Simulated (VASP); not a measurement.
Input of a VASP 6.6.1 run:

Contents of INCAR:

```
  ALGO = Normal
  EDIFF = 1E-7
  ENCUT = 520
  GGA = PE
  ISIF = 2
  ISMEAR = 0
  LASPH = True
  LCHARG = True
  LELF = True
  LREAL = False
  LVHAR = True
  LWAVE = False
  NBANDS = 11
  NELM = 80
  PREC = Accurate
  SIGMA = 0.05
```

File KPOINTS:

```
k-points
0
Gamma
  12 12 12
```

Contents of POSCAR:

```
SiC
1.0
    0.0000000000      2.2101014787      2.2101014787
    2.2101014787      0.0000000000      2.2101014787
    2.3076406240      2.3076406240     -0.0975391453
Si C
1 1
Direct
    0.0000000000      0.0000000000      0.0000000000
    0.7500000000      0.7500000000      0.7500000000
```

Potentials or basis: VASP PAW PBE potentials, release 64 (Si, C).

Launch:

```bash
$ cat potpaw_PBE.64/Si/POTCAR potpaw_PBE.64/C/POTCAR > POTCAR
$ mpirun -np 1 vasp_std > vasp.out
```

Problem. What does it give for the band gap on the k mesh?

Solution. 1.27 eV, indirect (least direct gap 4.07 eV).

Problem. Estimate the largest force.

Solution. 0.082 eV/Å.

Problem. Estimate the pressure.

Solution. -15.3 GPa.

Forces on the atoms (eV/Å):
```
Si   0.048  0.048 -0.048
C   -0.048 -0.048  0.048
```

A k mesh can miss the band edges.
